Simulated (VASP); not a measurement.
A run of VASP 6.6.1 is set up as follows.

The input INCAR:

```
PREC     = Accurate       # precision mode
ENCUT    = 520            # plane-wave cutoff, eV
EDIFF    = 1E-6           # SCF threshold, eV
ISMEAR   = -1             # smearing method
SIGMA    = 0.05           # smearing width, eV
LREAL    = False          # projectors in reciprocal space
LASPH    = True           # aspherical terms in the spheres
NELM     = 80             # most SCF steps
ALGO     = Normal         # electronic algorithm
ISIF     = 2              # what is computed and relaxed
LWAVE    = False          # write WAVECAR
LCHARG   = False          # write CHGCAR
GGA      = CA             # functional
NBANDS   = 28             # bands
```

KPOINTS

```
regular mesh
0
Gamma
  5 5 5
```

POSCAR

```
Hf3Au
1.0
    4.2356945565      0.0000000000      0.0000000000
    0.0000000000      4.2356945565      0.0000000000
    0.0000000000      0.0000000000      4.2356945565
Hf Au
3 1
Direct
    0.5000000000      0.0000000000      0.0000000000
    0.0000000000      0.5000000000      0.0000000000
    0.0000000000      0.0000000000      0.5000000000
    0.5000000000      0.5000000000      0.5000000000
```

Potentials or basis: VASP PAW LDA potentials, release 64 (Hf_pv, Au).

Launch:

```sh
$ cat potpaw_LDA.64/Hf_pv/POTCAR potpaw_LDA.64/Au/POTCAR > POTCAR
$ mpirun -np 1 vasp_std > vasp.out
```

Problem. Estimate the pressure.

Solution. -0.1 GPa.
